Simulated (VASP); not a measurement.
# Sn (Fd-3m) in VASP: notebook

Runs on Sn. Level: LDA. Tasks: single point.

All numbers are computed with VASP 6.6.1; they aren't measurements. Logs are shortened: lines on timing, memory, paths and dates and some standing lists are left out, and cuts for length are marked.

### Step 1. The cell of the first run

It takes space group Fd-3m (No. 227, cubic). The conventional cell has a = 6.467 Å, b = 6.467 Å, c = 6.467 Å, α = 90.00°, β = 90.00°, γ = 90.00°. Sn (site symmetry -43m) has 4 Sn at 2.80 Å within 3.7 Å.

### Step 2. Single point, LDA, non-collinear spin, zero start, spin-orbit coupling

Contents of INCAR:

```
PREC = Accurate
ENCUT = 520
EDIFF = 1E-6
ISMEAR = -1
SIGMA = 0.05
LREAL = F
LASPH = T
NELM = 150
ALGO = Normal
ISIF = 2
LWAVE = F
LCHARG = F
MAGMOM = 0 0 0 0 0 0
LORBIT = 11
LSORBIT = T
GGA_COMPAT = F
LORBMOM = T
NBANDS = 40
```

Contents of KPOINTS:

```
Automatic mesh
0
Gamma
  5 5 5
```

Contents of POSCAR:

```
Sn
1.0
    0.0000000000      3.2333428000      3.2333428000
    3.2333428000      0.0000000000      3.2333428000
    3.2333428000      3.2333428000      0.0000000000
Sn
2
Direct
    0.7500000000      0.7500000000      0.7500000000
    0.5000000000      0.5000000000      0.5000000000
```

Potentials or basis: VASP PAW LDA potentials, release 64 (Sn_d).

Run with:

```console
cat potpaw_LDA.64/Sn_d/POTCAR > POTCAR
mpirun -np 1 vasp_ncl > vasp.out
```

OUTCAR:

```text
PREC = Accurate
   ENCUT = 520
   EDIFF = 1E-6
   ISMEAR = -1
   LREAL = F
   LASPH = T
   NELM = 150
   ISIF = 2
   LORBIT = 11
   LSORBIT = T

 ion  position               nearest neighbor table
   1  0.750  0.750  0.750-   2 2.80   2 2.80   2 2.80   2 2.80
   2  0.500  0.500  0.500-   1 2.80   1 2.80   1 2.80   1 2.80

  LATTYP: Found a face centered cubic cell.
 ALAT       =     6.4666856000

  Lattice vectors:

 A1 = (   0.0000000000,   3.2333428000,   3.2333428000)
 A2 = (   3.2333428000,   0.0000000000,   3.2333428000)
 A3 = (   3.2333428000,   3.2333428000,   0.0000000000)

Analysis of symmetry for initial positions (statically):
=====================================================================
 Subroutine PRICEL returns:
 Original cell was already a primitive cell.

 Routine SETGRP: Setting up the symmetry group for a
 face centered cubic supercell.

 Subroutine GETGRP returns: Found 48 space group operations
 (whereof 24 operations were pure point group operations)
 out of a pool of 48 trial point group operations.

The static configuration has the point symmetry T_d .
 The point group associated with its full space group is O_h .

Analysis of symmetry for dynamics (positions and initial velocities):
=====================================================================
 Subroutine PRICEL returns:
 Original cell was already a primitive cell.

 Routine SETGRP: Setting up the symmetry group for a
 face centered cubic supercell.

 Subroutine GETGRP returns: Found 48 space group operations
 (whereof 24 operations were pure point group operations)
 out of a pool of 48 trial point group operations.

The dynamic configuration has the point symmetry T_d .
 The point group associated with its full space group is O_h .

Analysis of structural, dynamic, and magnetic symmetry:
=====================================================================
 Subroutine PRICEL returns:
 Original cell was already a primitive cell.

 Routine SETGRP: Setting up the symmetry group for a
 face centered cubic supercell.

 Subroutine GETGRP returns: Found 48 space group operations
 (whereof 24 operations were pure point group operations)
 out of a pool of 48 trial point group operations.

The overall configuration has the point symmetry T_d .
 The point group associated with its full space group is O_h .

[... 594 lines left out ...]
      4.85001      4.85001      4.85001         0.000000      0.000000      0.000000
      3.23334      3.23334      3.23334        -0.000000     -0.000000     -0.000000
 -----------------------------------------------------------------------------------
    total drift:                                0.000000      0.000000      0.000000

  FREE ENERGIE OF THE ION-ELECTRON SYSTEM (eV)
  ---------------------------------------------------
  free  energy   TOTEN  =        -8.9827519986 eV

  energy  without entropy=       -8.9790771572  energy(sigma->0) =       -8.98091458

 orbital moment (x)

 # of ion     p       d       tot
 ----------------------------------------
  1         0.000  -0.000   0.000
  2         0.000  -0.000  -0.000
 ----------------------------------------
            0.000  -0.000   0.000

 orbital moment (y)

 # of ion     p       d       tot
 ----------------------------------------
  1         0.000  -0.000   0.000
  2         0.000  -0.000   0.000
 ----------------------------------------
            0.000  -0.000   0.000

 orbital moment (z)

 # of ion     p       d       tot
 ----------------------------------------
  1         0.000   0.000   0.000
  2         0.000   0.000   0.000
 ----------------------------------------
            0.000   0.000   0.000

 Spin-Orbit-Coupling matrix elements

 Ion:    1  E_soc:     -0.1210266
 l=   1
     0.0000000    -0.0137300    -0.0137300
    -0.0137300     0.0000000    -0.0137300
    -0.0137300    -0.0137300     0.0000000
 l=   2
     0.0000000    -0.0012809     0.0000000    -0.0012809    -0.0051602
    -0.0012809     0.0000000    -0.0038701    -0.0012809    -0.0012900
     0.0000000    -0.0038701     0.0000000    -0.0038701     0.0000000
    -0.0012809    -0.0012809    -0.0038701     0.0000000    -0.0012900
    -0.0051602    -0.0012900     0.0000000    -0.0012900     0.0000000
 l=   3
     0.0000000     0.0000000     0.0000000     0.0000000     0.0000000     0.0000000     0.0000000
     0.0000000     0.0000000     0.0000000     0.0000000     0.0000000     0.0000000     0.0000000
     0.0000000     0.0000000     0.0000000     0.0000000     0.0000000     0.0000000     0.0000000
     0.0000000     0.0000000     0.0000000     0.0000000     0.0000000     0.0000000     0.0000000
     0.0000000     0.0000000     0.0000000     0.0000000     0.0000000     0.0000000     0.0000000
     0.0000000     0.0000000     0.0000000     0.0000000     0.0000000     0.0000000     0.0000000
     0.0000000     0.0000000     0.0000000     0.0000000     0.0000000     0.0000000     0.0000000

 Ion:    2  E_soc:     -0.1210266
 l=   1
     0.0000000    -0.0137300    -0.0137300
    -0.0137300     0.0000000    -0.0137300
    -0.0137300    -0.0137300     0.0000000
 l=   2
     0.0000000    -0.0012809     0.0000000    -0.0012809    -0.0051602
    -0.0012809     0.0000000    -0.0038701    -0.0012809    -0.0012900
     0.0000000    -0.0038701     0.0000000    -0.0038701     0.0000000
    -0.0012809    -0.0012809    -0.0038701     0.0000000    -0.0012900
    -0.0051602    -0.0012900     0.0000000    -0.0012900     0.0000000
 l=   3
     0.0000000     0.0000000     0.0000000     0.0000000     0.0000000     0.0000000     0.0000000
     0.0000000     0.0000000     0.0000000     0.0000000     0.0000000     0.0000000     0.0000000
     0.0000000     0.0000000     0.0000000     0.0000000     0.0000000     0.0000000     0.0000000
     0.0000000     0.0000000     0.0000000     0.0000000     0.0000000     0.0000000     0.0000000
     0.0000000     0.0000000     0.0000000     0.0000000     0.0000000     0.0000000     0.0000000
     0.0000000     0.0000000     0.0000000     0.0000000     0.0000000     0.0000000     0.0000000
     0.0000000     0.0000000     0.0000000     0.0000000     0.0000000     0.0000000     0.0000000

 total charge

# of ion       s       p       d       tot
------------------------------------------
    1        1.170   1.238   9.968  12.376
    2        1.170   1.238   9.968  12.376
--------------------------------------------------
tot          2.340   2.476  19.937  24.753

 magnetization (x)

# of ion       s       p       d       tot
------------------------------------------
    1        0.000   0.000   0.000   0.000
    2        0.000   0.000  -0.000   0.000
--------------------------------------------------
tot          0.000   0.000   0.000   0.000

 magnetization (y)

# of ion       s       p       d       tot
------------------------------------------
    1        0.000   0.000   0.000   0.000
    2        0.000   0.000  -0.000  -0.000
--------------------------------------------------
tot          0.000   0.000   0.000   0.000

 magnetization (z)

# of ion       s       p       d       tot
------------------------------------------
    1       -0.000   0.000   0.000   0.000
    2       -0.000  -0.000   0.000  -0.000
--------------------------------------------------
tot         -0.000  -0.000   0.000  -0.000
```

It took 46 s on 1 thread of Intel Xeon Platinum 8259CL at 2.50GHz (Skylake/Cascade Lake), shared host; peak memory 0.3 GiB.

Results:

```
Free energy                                           : -8.9828 eV
Pressure                                              : 0.3 GPa
Net moment                                            : 0.00 μB per cell
Valence electrons inside the program's atomic spheres : Sn 12.38
```

Moments on the atoms (μB; x, y, z):
```
Sn  0.00 0.00 0.00
Sn  0.00 0.00 0.00
```

### Step 3. Single point, LDA (volume scaled by 0.94)

Contents of INCAR:

```
SYSTEM = Sn
PREC = Accurate ; ENCUT = 520
EDIFF = 1E-7 ; ISMEAR = -1
SIGMA = 0.05 ; LREAL = .False.
LASPH = .True. ; NELM = 100
ALGO = Fast ; ISIF = 2
LWAVE = .False. ; LCHARG = .False.
GGA = CA ; NBANDS = 21
```

Contents of KPOINTS:

```
Automatic mesh
0
Gamma
  7 7 7
  0 0 0
```

Contents of POSCAR:

```
Sn
1.0
    0.0000000000      3.1673376916      3.1673376916
    3.1673376916      0.0000000000      3.1673376916
    3.1673376916      3.1673376916      0.0000000000
Sn
2
Direct
    0.7500000000      0.7500000000      0.7500000000
    0.5000000000      0.5000000000      0.5000000000
```

Potentials or basis: VASP PAW LDA potentials, release 64 (Sn_d).

Run with:

```console
cat potpaw_LDA.64/Sn_d/POTCAR > POTCAR
mpirun -np 1 vasp_std > vasp.out
```

Wall time 22 s (1 thread of Intel Xeon 6975P-C, shared host); peak memory 0.17 GiB.

It converged, with:

| Item | Value |
| --- | --- |
| Free energy | -8.8803 eV |
| Pressure | 3.5 GPa |
| Band gap on the k mesh | zero (filled and empty bands overlap) |

Levels at points of the mesh, in eV from the Fermi level:
| k point | band 12 | band 13 | band 14 | band 15 | band 16 | band 17 |
| --- | --- | --- | --- | --- | --- | --- |
| (0.00, 0.00, 0.00) | -0.29 | 0.08 | 0.08 | 0.08 | 2.14 | 2.14 |

Caveat: spin-orbit coupling is left out, which moves the levels of the heavy elements.

### Step 4. Single point, LDA (volume scaled by 0.96)

Contents of INCAR:

```
SYSTEM = Sn
PREC = Accurate ; ENCUT = 520
EDIFF = 1E-6 ; ISMEAR = -1
SIGMA = 0.05 ; LREAL = .FALSE.
LASPH = .TRUE. ; NELM = 100
ALGO = Fast ; ISIF = 2
LWAVE = .FALSE. ; LCHARG = .FALSE.
GGA = CA ; NBANDS = 21
```

Contents of KPOINTS:

```
Automatic mesh
0
G
  7 7 7
  0 0 0
```

Contents of POSCAR:

```
Sn
1.0
    0.0000000000      3.1896436215      3.1896436215
    3.1896436215      0.0000000000      3.1896436215
    3.1896436215      3.1896436215      0.0000000000
Sn
2
Direct
    0.7500000000      0.7500000000      0.7500000000
    0.5000000000      0.5000000000      0.5000000000
```

Potentials or basis: VASP PAW LDA potentials, release 64 (Sn_d).

Run with:

```console
cat potpaw_LDA.64/Sn_d/POTCAR > POTCAR
mpirun -np 1 vasp_std > vasp.out
```

OUTCAR:

```text
SYSTEM = Sn
   PREC = Accurate
   ENCUT = 520
   EDIFF = 1E-6
   ISMEAR = -1
   LREAL = .FALSE.
   LASPH = .TRUE.
   NELM = 100
   ISIF = 2
   GGA = CA

 ion  position               nearest neighbor table
   1  0.750  0.750  0.750-   2 2.76   2 2.76   2 2.76   2 2.76
   2  0.500  0.500  0.500-   1 2.76   1 2.76   1 2.76   1 2.76

  LATTYP: Found a face centered cubic cell.
 ALAT       =     6.3792872430

  Lattice vectors:

[... 662 lines left out ...]

------------------------ aborting loop because EDIFF is reached ----------------------------------------

  FORCE on cell =-STRESS in cart. coord.  units (eV):
  Direction    XX          YY          ZZ          XY          YZ          ZX
  --------------------------------------------------------------------------------------
  -------------------------------------------------------------------------------------
  Total        0.8979236      0.8979236      0.8979236     -0.0000000     -0.0000000      0.0000000
  in kB       22.1663149     22.1663149     22.1663149     -0.0000000     -0.0000000      0.0000000
  external PRESSURE =      22.1663149 kB  Pullay stress =       0.0000000 kB

 VOLUME and BASIS-vectors are now :
 -----------------------------------------------------------------------------
  energy-cutoff  :      520.00
  volume of cell :       64.90
      direct lattice vectors                 reciprocal lattice vectors
     0.000000000  3.189643622  3.189643622    -0.156757324  0.156757324  0.156757324
     3.189643622  0.000000000  3.189643622     0.156757324 -0.156757324  0.156757324
     3.189643622  3.189643622  0.000000000     0.156757324  0.156757324 -0.156757324

 POSITION                                       TOTAL-FORCE (eV/Angst)
 -----------------------------------------------------------------------------------
      4.78447      4.78447      4.78447        -0.000000     -0.000000     -0.000000
      3.18964      3.18964      3.18964         0.000000      0.000000      0.000000
 -----------------------------------------------------------------------------------
    total drift:                                0.000000      0.000000      0.000000

  FREE ENERGIE OF THE ION-ELECTRON SYSTEM (eV)
  ---------------------------------------------------
  free  energy   TOTEN  =        -8.9048992026 eV

  energy  without entropy=       -8.9031962795  energy(sigma->0) =       -8.90404774
```

Wall time 20 s (1 thread of Intel Xeon 6975P-C, shared host); peak memory 0.18 GiB.

What came out:

* Free energy: -8.9049 eV
* Pressure: 2.2 GPa
* Band gap on the k mesh: zero (band 14 reaches 6.02 eV, above the bottom of band 15 at 5.97 eV)

Caveat: spin-orbit coupling is left out, which moves the levels of the heavy elements.

### Step 5. The runs side by side

```csv
spin,cell,k mesh,gap on the mesh (eV),pressure (GPa)
"non-collinear, zero start, SOC","a = 4.573 Å, angles 60.0°, 2 atoms",5 × 5 × 5,-,0.3
off,"a = 4.479 Å, angles 60.0°, 2 atoms",7 × 7 × 7,none,3.5
off,"a = 4.511 Å, angles 60.0°, 2 atoms",7 × 7 × 7,none,2.2
```

Alike in all rows: task single point; level LDA; potentials or basis VASP PAW LDA potentials, release 64 (Sn_d); cutoff (eV) 520; smearing fermi-dirac 0.05 eV.

Caveats: spin-orbit coupling is left out, which moves the levels of the heavy elements (some runs).

Absolute energies hang on the potentials; compare differences alone.
